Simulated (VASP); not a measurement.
A run of VASP 6.6.1:

File INCAR:

```
PREC     = Accurate       # precision mode
ENCUT    = 500            # plane-wave cutoff, eV
EDIFF    = 1E-6           # SCF threshold, eV
ISMEAR   = 0              # smearing method
SIGMA    = 0.15           # smearing width, eV
LREAL    = F              # projectors in reciprocal space
LASPH    = T              # aspherical terms in the spheres
NELM     = 120            # most SCF steps
ALGO     = Normal         # electronic algorithm
ISIF     = 2              # what is computed and relaxed
LWAVE    = F              # write WAVECAR
LCHARG   = F              # write CHGCAR
GGA      = PS             # functional
NBANDS   = 13             # bands
GGA_COMPAT= F
```

File KPOINTS:

```
regular mesh
0
Gamma
  22 22 22
```

File POSCAR:

```
Mo
1.0
   -1.5945650000      1.5945650000      1.5710000000
    1.5945650000     -1.5945650000      1.5710000000
    1.5945650000      1.5945650000     -1.5710000000
Mo
1
Direct
    0.0000000000      0.0000000000      0.0000000000
```

Potentials or basis: VASP PAW PBE potentials, release 64 (Mo_sv).

Run with:

```sh
$ cat potpaw_PBE.64/Mo_sv/POTCAR > POTCAR
$ mpirun -np 1 vasp_std > vasp.out
```

Hardware: 1 thread of Intel Xeon 8259CL, with other jobs on the host.

Estimate the wall time of this run.

Run time: 2.8 min on 1 thread of Intel Xeon 8259CL (shared host), peak memory 0.25 GiB. Counts: scf iterations 11, k points 834.
